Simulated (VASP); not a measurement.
A run of VASP 6.6.1 is set up as follows.

Contents of POSCAR:

```
Pb
1.0
   -1.9739187993      1.9739187993      1.9739187993
    1.9739187993     -1.9739187993      1.9739187993
    1.9739187993      1.9739187993     -1.9739187993
Pb
1
Direct
    0.0000000000      0.0000000000      0.0000000000
```

The input INCAR.step1:

```
PREC = Accurate ; ENCUT = 520
EDIFF = 1E-5 ; ISMEAR = -1
SIGMA = 0.05 ; LREAL = F
LASPH = T ; NELM = 100
ALGO = Normal ; ISIF = 2
LWAVE = T ; GGA = PE
NBANDS = 13
```

Contents of INCAR.step2:

```
PREC = Accurate ; ENCUT = 520
EDIFF = 1E-6 ; ISMEAR = -1
SIGMA = 0.05 ; LREAL = F
LASPH = T ; NELM = 100
ALGO = Normal ; ISIF = 2
LWAVE = F ; LCHARG = T
GGA = PS ; LHFCALC = T
AEXX = 0.25 ; PRECFOCK = Normal
LELF = T ; LVHAR = T
ISTART = 1 ; NBANDS = 13
```

The input KPOINTS:

```
regular mesh
0
Gamma
  5 5 5
```

Potentials or basis: VASP PAW PBE potentials, release 64 (Pb_d).

Launch:

```console
$ cat potpaw_PBE.64/Pb_d/POTCAR > POTCAR
$ cp INCAR.step1 INCAR
$ mpirun -np 1 vasp_std > vasp.out
$ cp INCAR.step2 INCAR
$ mpirun -np 1 vasp_std > vasp.out
```

(1) Predict the pressure.

(2) Estimate the band gap on the k mesh.

Results:

(1) -0.2 GPa.

(2) zero (band 7 reaches 15.61 eV, above the bottom of band 8 at 4.71 eV).

Caveat: the k points lie up to 0.45 Å⁻¹ apart; the PAW data sets were made with another functional, which shifts forces and pressure a little; spin-orbit coupling is left out, which moves the levels of the heavy elements.
